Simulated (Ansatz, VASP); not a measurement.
Bi in VASP and in Ansatz

```
Bi
1.0
     4.49361    0.00000    0.00000
    -2.24681    3.89158    0.00000
     0.00000    0.00000   11.82900
Bi
2
Cartesian
  0.0000 2.5944 2.9573
  2.2468 1.2972 8.8718
```

Change from the starting cell: equal xx and yy strain of -1 %.

Alike in both runs: task single point; functional PBEsol; k mesh 9 × 9 × 3; occupations fermi-dirac, width 0.03 eV; no spin polarisation.

|  | VASP | Ansatz |
| --- | --- | --- |
| version | VASP 6.6.1 | Ansatz 0.2.0 |
| potentials or method | VASP PAW PBE potentials, release 64 (Bi_d), cutoff 520 eV | all-electron LAPW, scalar-relativistic |

```tsv
	VASP	Ansatz	Ansatz less VASP
pressure (GPa)	-3.7	-3.7	+0.02
traceless stress, the component that is largest in VASP (GPa)	3.30	3.30	+0.001
```

VASP's potentials were made for PBE, not for PBEsol. Ansatz ran all-electron here, and VASP with PAW potentials.

Neither program's run includes spin-orbit coupling.
